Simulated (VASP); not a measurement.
# Mo (P6/mmm) in VASP: a series of runs, part 2 of 2

VASP 6.6.1. Earlier steps stand in the parts before.

## (3) Single point, LDA (volume scaled by 1.12)

File INCAR:

```
SYSTEM = Mo
PREC = Accurate
ENCUT = 520
EDIFF = 1E-7
ISMEAR = -1
SIGMA = 0.1
LREAL = .False.
LASPH = .True.
NELM = 100
ALGO = Normal
ISIF = 2
LWAVE = .False.
LCHARG = .True.
LELF = .True.
LVHAR = .True.
NBANDS = 28
```

File KPOINTS:

```
Automatic mesh
0
Gamma
  9 9 14
  0 0 0
```

File POSCAR:

```
Mo
1.0
    4.7708381917      0.0000000000      0.0000000000
   -2.3854190959      4.1316670714      0.0000000000
    0.0000000000      0.0000000000      2.6155768734
Mo
3
Direct
    0.0000000000      1.0000000000      1.0000000000
    0.3333333333      0.6666666667      0.5000000000
    0.6666666667      0.3333333333      0.5000000000
```

Potentials or basis: VASP PAW LDA potentials, release 64 (Mo_sv).

Command:

```
cat potpaw_LDA.64/Mo_sv/POTCAR > POTCAR
mpirun -np 1 vasp_std > vasp.out
```

OUTCAR:

```text
SYSTEM = Mo
   PREC = Accurate
   ENCUT = 520
   EDIFF = 1E-7
   ISMEAR = -1
   LREAL = .False.
   LASPH = .True.
   NELM = 100
   ISIF = 2

 ion  position               nearest neighbor table
   1  0.000  0.000  0.000-   2 3.05   3 3.05   2 3.05   3 3.05   3 3.05   3 3.05   2 3.05   2 3.05
                             3 3.05   3 3.05   2 3.05   2 3.05
   2  0.333  0.667  0.500-   3 2.75   3 2.75   3 2.75   1 3.05   1 3.05   1 3.05   1 3.05   1 3.05
                             1 3.05
   3  0.667  0.333  0.500-   2 2.75   2 2.75   2 2.75   1 3.05   1 3.05   1 3.05   1 3.05   1 3.05
                             1 3.05

  LATTYP: Found a hexagonal cell.
 ALAT       =     4.7708381917
 C/A-ratio  =     0.5482426291

  Lattice vectors:

 A1 = (   4.7708381917,   0.0000000000,   0.0000000000)
 A2 = (  -2.3854190959,   4.1316670714,   0.0000000000)
 A3 = (   0.0000000000,   0.0000000000,   2.6155768734)

Analysis of symmetry for initial positions (statically):
=====================================================================
 Subroutine PRICEL returns:
 Original cell was already a primitive cell.

 Routine SETGRP: Setting up the symmetry group for a
 hexagonal supercell.

 Subroutine GETGRP returns: Found 24 space group operations
 (whereof 24 operations were pure point group operations)
 out of a pool of 24 trial point group operations.

The static configuration has the point symmetry D_6h.

Analysis of symmetry for dynamics (positions and initial velocities):
=====================================================================
 Subroutine PRICEL returns:
 Original cell was already a primitive cell.

 Routine SETGRP: Setting up the symmetry group for a
 hexagonal supercell.

 Subroutine GETGRP returns: Found 24 space group operations
 (whereof 24 operations were pure point group operations)
[... 113 lines left out ...]
   TEBEG  =    0.0;   TEEND  =   0.0 temperature during run
   PSTRESS=    0.0 pullay stress
   NELECT =      42.0000    total number of electrons
   NUPDOWN=      -1.0000    fix difference up-down
   EMIN   =  10.00;   EMAX   =-10.00  energy-range for DOS
   EFERMI =   0.00;   METHOD = LEGACY
   ISMEAR =    -1;   SIGMA  =   0.10  broadening in eV -4-tet -1-fermi 0-gaus
   EFERMI_NEDOS =   21; number of points for ismear=-14 and -15
   IALGO  =     38    algorithm
   IMIX   =      4    mixing-type and parameters
     AMIX     =   0.40;   BMIX     =  1.00
     AMIX_MAG =   1.60;   BMIX_MAG =  1.00
  volume/ion in A,a.u.               =      17.19       115.97
  Fermi-wavevector in a.u.,A,eV,Ry     =   1.528958  2.889311 31.806492  2.337711
  Thomas-Fermi vector in A             =   2.636645
   LORBIT       =      0    0 simple, 1 ext, 2 COOP (PROOUT), +10 PAW based schemes
   GGA     = CA    functional components
   LHFCALC =     F    Hartree Fock is set to
   AEXX    =    0.0000 exact exchange contribution
   IVDW    =     0    specifies the selected vdW correction
   LEPSILON=     F    determine dielectric tensor
   LRPA    =     F    only Hartree local field effects (RPA)
 non-spin polarized calculation
  energy-cutoff  :      520.00
  volume of cell :       51.56
 maximum number of plane-waves:      1426
 NGX is ok and might be reduce to    36
   NGX = 17   NGY = 17   NGZ =  9

 number of electron      41.9999992 magnetization

 Free energy of the ion-electron system (eV)
  ---------------------------------------------------
  ext. energy  EPLUGINS =         0.00000000
  ---------------------------------------------------
  free energy    TOTEN  =       -34.82066693 eV

  energy without entropy =      -34.68592179  energy(sigma->0) =      -34.75329436

 E-fermi :  10.8037     XC(G=0): -13.0509

 val. band max:       10.8036142509   @ k =   0.3333   0.2222   0.3571
 cond. band min:      10.8047052420   @ k =   0.1111   0.0000   0.4286
 fundamental gap:      0.0010909911
 Fermi energy:        10.8037207810

 k-point     1 :       0.0000    0.0000    0.0000
  band No.  band energies     occupation
      1     -49.9194      2.00000
      2     -49.7349      2.00000
      3     -49.6044      2.00000
      4     -24.2187      2.00000
      5     -24.2187      2.00000
      6     -24.2126      2.00000
[... 733 lines left out ...]
     27      13.5647      0.00000
     28      14.0280      0.00000

 [... further k-points ...]
[... 5 lines left out ...]
  --------------------------------------------------------------------------------------
  -------------------------------------------------------------------------------------
  Total       -7.0190712     -7.0190712     -8.3040152      0.0000000     -0.0000000      0.0000000
  in kB     -218.1236405   -218.1236405   -258.0543738      0.0000000     -0.0000000      0.0000000
  external PRESSURE =    -231.4338849 kB  Pullay stress =       0.0000000 kB

 VOLUME and BASIS-vectors are now :
 -----------------------------------------------------------------------------
  energy-cutoff  :      520.00
  volume of cell :       51.56
      direct lattice vectors                 reciprocal lattice vectors
     4.770838192  0.000000000  0.000000000     0.209606773  0.121016527  0.000000000
    -2.385419096  4.131667071  0.000000000     0.000000000  0.242033054  0.000000000
     0.000000000  0.000000000  2.615576873     0.000000000  0.000000000  0.382324836

 POSITION                                       TOTAL-FORCE (eV/Angst)
 -----------------------------------------------------------------------------------
      0.00000      0.00000      0.00000         0.000000      0.000000      0.000000
     -0.00000      2.75444      1.30779        -0.000000      0.000000     -0.000000
      2.38542      1.37722      1.30779         0.000000      0.000000      0.000000
 -----------------------------------------------------------------------------------
    total drift:                                0.000000      0.000000     -0.000000

  FREE ENERGIE OF THE ION-ELECTRON SYSTEM (eV)
  ---------------------------------------------------
  free  energy   TOTEN  =       -34.8206669297 eV

  energy  without entropy=      -34.6859217867  energy(sigma->0) =      -34.75329436
```

OSZICAR:

```text
N       E                     dE             d eps       ncg     rms          rms(c)
DAV:   1     0.489616544227E+03    0.48962E+03   -0.24959E+04  5376   0.156E+03
DAV:   2    -0.221305020488E+02   -0.51175E+03   -0.50202E+03  5780   0.503E+02
DAV:   3    -0.367810523341E+02   -0.14651E+02   -0.14068E+02  6684   0.835E+01
DAV:   4    -0.369874503819E+02   -0.20640E+00   -0.20455E+00  5936   0.794E+00
DAV:   5    -0.369891767571E+02   -0.17264E-02   -0.17260E-02  5816   0.823E-01    0.217E+01
DAV:   6    -0.350832756846E+02    0.19059E+01   -0.48121E+00  5572   0.159E+01    0.514E+00
DAV:   7    -0.349888646251E+02    0.94411E-01   -0.18197E+00  6328   0.860E+00    0.318E+00
DAV:   8    -0.348355388641E+02    0.15333E+00   -0.70284E-01  6288   0.527E+00    0.138E+00
DAV:   9    -0.348208385147E+02    0.14700E-01   -0.30700E-02  6040   0.140E+00    0.325E-01
DAV:  10    -0.348206489532E+02    0.18956E-03   -0.11032E-03  6612   0.271E-01    0.121E-01
DAV:  11    -0.348206665829E+02   -0.17630E-04   -0.45968E-05  6040   0.455E-02    0.228E-02
DAV:  12    -0.348206669534E+02   -0.37053E-06   -0.78264E-06  5848   0.201E-02    0.810E-03
DAV:  13    -0.348206669297E+02    0.23719E-07   -0.42534E-07  5592   0.524E-03
   1 F= -.34820667E+02 E0= -.34753294E+02  d E =-.134745E+00
```

Wall time 45 s (1 thread of Intel Xeon 6975P-C (Granite Rapids), shared host); peak memory 0.21 GiB.

What came out:

| Quantity | Value |
| --- | --- |
| Free energy | -34.8207 eV |
| Pressure | -23.1 GPa |
| Band gap on the k mesh | zero (band 21 reaches 11.59 eV, above the bottom of band 22 at 10.34 eV) |

Caveat: the cell differs from its parent crystal (volume scaled by 1.12).

## (4) Single point, LDA

This run uses another cell than the first one, of 15.34 Å³/atom, 0.926 times its volume.

File INCAR:

```
SYSTEM = Mo
PREC     = Accurate       ! precision mode
ENCUT    = 520            ! plane-wave cutoff, eV
EDIFF    = 1E-7           ! SCF threshold, eV
ISMEAR   = -1             ! smearing method
SIGMA    = 0.1            ! smearing width, eV
LREAL    = .False.        ! projectors in reciprocal space
LASPH    = .True.         ! aspherical terms in the spheres
NELM     = 60             ! most SCF steps
ALGO     = Normal         ! electronic algorithm
ISIF     = 2              ! what is computed and relaxed
LWAVE    = .False.        ! write WAVECAR
LCHARG   = .False.        ! write CHGCAR
GGA      = CA             ! functional
NBANDS   = 28             ! bands
```

File KPOINTS:

```
regular mesh
0
Gamma
  11 11 16
  0 0 0
```

File POSCAR:

```
Mo
1.0
    4.5939755522      0.0000000000      0.0000000000
   -2.2969877761      3.9784995325      0.0000000000
    0.0000000000      0.0000000000      2.5186132349
Mo
3
Direct
    0.0000000000      1.0000000000      1.0000000000
    0.3333333333      0.6666666667      0.5000000000
    0.6666666667      0.3333333333      0.5000000000
```

Potentials or basis: VASP PAW LDA potentials, release 64 (Mo_sv).

Command:

```
cat potpaw_LDA.64/Mo_sv/POTCAR > POTCAR
mpirun -np 1 vasp_std > vasp.out
```

OUTCAR:

```text
SYSTEM = Mo
   PREC = Accurate
   ENCUT = 520
   EDIFF = 1E-7
   ISMEAR = -1
   LREAL = .False.
   LASPH = .True.
   NELM = 60
   ISIF = 2
   GGA = CA

 ion  position               nearest neighbor table
   1  0.000  0.000  0.000-   2 2.94   3 2.94   2 2.94   3 2.94   2 2.94   2 2.94   3 2.94   3 2.94
                             3 2.94   3 2.94   2 2.94   2 2.94
   2  0.333  0.667  0.500-   3 2.65   3 2.65   3 2.65   1 2.94   1 2.94   1 2.94   1 2.94   1 2.94
                             1 2.94
   3  0.667  0.333  0.500-   2 2.65   2 2.65   2 2.65   1 2.94   1 2.94   1 2.94   1 2.94   1 2.94
                             1 2.94

  LATTYP: Found a hexagonal cell.
 ALAT       =     4.5939755522
 C/A-ratio  =     0.5482426291

  Lattice vectors:

 A1 = (   4.5939755522,   0.0000000000,   0.0000000000)
 A2 = (  -2.2969877761,   3.9784995325,   0.0000000000)
 A3 = (   0.0000000000,   0.0000000000,   2.5186132349)

Analysis of symmetry for initial positions (statically):
=====================================================================
 Subroutine PRICEL returns:
 Original cell was already a primitive cell.

 Routine SETGRP: Setting up the symmetry group for a
 hexagonal supercell.

[... 163 lines left out ...]
  ---------------------------------------------------
  free energy    TOTEN  =       -35.23717917 eV

  energy without entropy =      -35.11782470  energy(sigma->0) =      -35.17750194

 E-fermi :  12.5588     XC(G=0): -13.6758

 val. band max:       12.5544176868   @ k =   0.0909   0.0909   0.3750
 cond. band min:      12.5661707135   @ k =   0.1818  -0.0000   0.4375
 fundamental gap:      0.0117530266
 Fermi energy:        12.5587555517

 k-point     1 :       0.0000    0.0000    0.0000
  band No.  band energies     occupation
      1     -48.1366      2.00000
      2     -47.9128      2.00000
      3     -47.7438      2.00000
      4     -22.5703      2.00000
      5     -22.5703      2.00000
      6     -22.4906      2.00000
[... 733 lines left out ...]
     27      15.9699      0.00000
     28      16.7233      0.00000

 [... further k-points ...]
[... 5 lines left out ...]
  --------------------------------------------------------------------------------------
  -------------------------------------------------------------------------------------
  Total        0.3350569      0.3350569      0.4768932      0.0000000     -0.0000000      0.0000000
  in kB       11.6616406     11.6616406     16.5982483      0.0000000     -0.0000000      0.0000000
  external PRESSURE =      13.3071765 kB  Pullay stress =       0.0000000 kB

 VOLUME and BASIS-vectors are now :
 -----------------------------------------------------------------------------
  energy-cutoff  :      520.00
  volume of cell :       46.03
      direct lattice vectors                 reciprocal lattice vectors
     4.593975552  0.000000000  0.000000000     0.217676387  0.125675521  0.000000000
    -2.296987776  3.978499532  0.000000000     0.000000000  0.251351041  0.000000000
     0.000000000  0.000000000  2.518613235     0.000000000  0.000000000  0.397043892

 POSITION                                       TOTAL-FORCE (eV/Angst)
 -----------------------------------------------------------------------------------
      0.00000      0.00000      0.00000        -0.000000      0.000000      0.000000
     -0.00000      2.65233      1.25931        -0.000000     -0.000000     -0.000000
      2.29699      1.32617      1.25931         0.000000      0.000000      0.000000
 -----------------------------------------------------------------------------------
    total drift:                                0.000000      0.000000     -0.000000

  FREE ENERGIE OF THE ION-ELECTRON SYSTEM (eV)
  ---------------------------------------------------
  free  energy   TOTEN  =       -35.2371791691 eV

  energy  without entropy=      -35.1178247020  energy(sigma->0) =      -35.17750194
```

stdout:

```text
POSCAR found type information on POSCAR Mo
 POSCAR found :  1 types and       3 ions
 scaLAPACK will be used
 LDA part: xc-table for (Slater(with rela. corr.)+CA(PZ))
 , standard interpolation
 POSCAR, INCAR and KPOINTS ok, starting setup
 FFT: planning ... GRIDC
 FFT: planning ... GRID_SOFT
 FFT: planning ... GRID
 WAVECAR not read
 entering main loop
```

Wall time 60 s (1 thread of Intel Xeon 6975P-C (Granite Rapids), shared host); peak memory 0.25 GiB.

Results:

| Property | Result |
| --- | --- |
| Free energy | -35.2372 eV |
| Pressure | 1.3 GPa |
| Band gap on the k mesh | zero (band 21 reaches 13.45 eV, above the bottom of band 22 at 11.96 eV) |

Stress tensor (GPa, compression positive):
```
1.17 0.00 0.00
0.00 1.17 0.00
0.00 0.00 1.66
```

## (5) Overview

```csv
cell,k mesh,gap on the mesh (eV),pressure (GPa)
"a = 4.713, b = 4.713, c = 2.584 Å, angles 90.0, 90.0, 120.0°, 3 atoms",9 × 9 × 14,none,-16.6
"a = 4.771, b = 4.771, c = 2.616 Å, angles 90.0, 90.0, 120.0°, 3 atoms",9 × 9 × 14,none,-23.1
"a = 4.594, b = 4.594, c = 2.519 Å, angles 90.0, 90.0, 120.0°, 3 atoms",11 × 11 × 16,none,1.3
```

Alike in all rows: task single point; level LDA; potentials or basis VASP PAW LDA potentials, release 64 (Mo_sv); no spin polarisation; cutoff (eV) 520; smearing fermi-dirac 0.1 eV.

Absolute energies hang on the potentials; compare differences alone.
